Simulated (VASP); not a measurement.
Mo: single point with PBE

The system is Mo.

```
Mo
1.0
     0.00000    2.18804    1.60668
     2.18804    0.00000    1.60668
     2.18804    2.18804    0.00000
Mo
1
Direct
  0.00000 0.00000 0.00000
```

This cell differs from its parent crystal: volume 15.384 Å^3 an atom, c/a of the conventional cell 0.7343.

```json
{
 "Program": "VASP 6.6.1",
 "Task": "single point",
 "Functional": "PBE",
 "Potentials or basis": "VASP PAW PBE potentials, release 64 (Mo_sv)",
 "Cutoff": "520 eV",
 "k mesh": "22 × 22 × 22",
 "Occupations": "gaussian, width 0.15 eV",
 "Spin": "no spin polarisation",
 "Dipole correction": "no",
 "Further INCAR settings": "ALGO = Fast; EDIFF = 1e-06; NBANDS = 13"
}
```

```json
{
  "Pressure": "7.9 GPa",
  "Band gap on the k mesh": "zero (band 7 reaches 16.84 eV, above the bottom of band 8 at 11.68 eV)"
}
```

Stress tensor (GPa, compression positive):
```
11.77  0.00  0.00
 0.00 11.77  0.00
 0.00  0.00  0.18
```

Levels at points of the mesh, in eV from the Fermi level:
| k point | band 4 | band 5 | band 6 | band 7 | band 8 | band 9 | band 10 | band 11 |
| --- | --- | --- | --- | --- | --- | --- | --- | --- |
| (0.00, 0.00, 0.00) | -34.50 | -7.29 | -1.52 | -1.52 | -1.09 | 1.40 | 1.95 | 14.39 |
| (0.50, 0.00, 0.00) | -34.51 | -5.40 | -3.31 | 1.44 | 1.59 | 2.39 | 4.81 | 11.78 |
| (0.50, 0.50, 0.00) | -35.48 | -5.61 | -5.51 | 3.99 | 4.12 | 4.12 | 8.54 | 9.52 |
| (0.50, 0.00, 0.50) | -34.55 | -5.46 | -3.77 | 1.90 | 2.10 | 2.56 | 4.92 | 11.93 |

It took 52 s on 1 thread of Intel(R) Xeon(R) 6975P-C (Granite Rapids), on a shared host, peak memory 0.26 GiB.
